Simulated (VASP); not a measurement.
Ge, 8 atoms in the cell. It takes space group P6_3/mmc (No. 194, hexagonal). The conventional cell has a = 3.963 Å, b = 3.963 Å, c = 14.039 Å, α = 90.00°, β = 90.00°, γ = 120.00°. Within 3.2 Å of Ge (site symmetry 3m) lie 4 Ge at 2.40 to 2.93 Å. Ge (site symmetry 3m) has 4 Ge at 2.40 to 2.64 Å within 3.2 Å. This isn't the form of Ge at room conditions, which is diamond. This cell differs from its parent crystal: atoms shifted along a free coordinate, c/a of the conventional cell at fixed volume 3.5425.

- Program: VASP 6.6.1
- Task: single point
- Functional: PBE
- Potentials or basis: VASP PAW PBE potentials, release 64 (Ge_d)
- Cutoff: 520 eV
- k mesh: 15 × 15 × 4
- Occupations: gaussian, width 0.15 eV
- Spin: no spin polarisation
- Dipole correction: no
- Further INCAR settings: ALGO = Fast; EDIFF = 1e-06; NBANDS = 66

Potentials or basis: VASP PAW PBE potentials, release 64 (Ge_d).

Run with:

```sh
$ cat potpaw_PBE.64/Ge_d/POTCAR > POTCAR
$ mpirun -np 1 vasp_std > vasp.out
```

Hardware: 1 thread of Oxide Virtual Turin-like Processor, with other jobs on the host.

Task: Estimate the wall time of this run.

Result: Run time: 15 min on 1 thread of Oxide Virtual Turin-like Processor, with other jobs on the host, peak memory 0.72 GiB. Counts: scf iterations 19, k points 81.
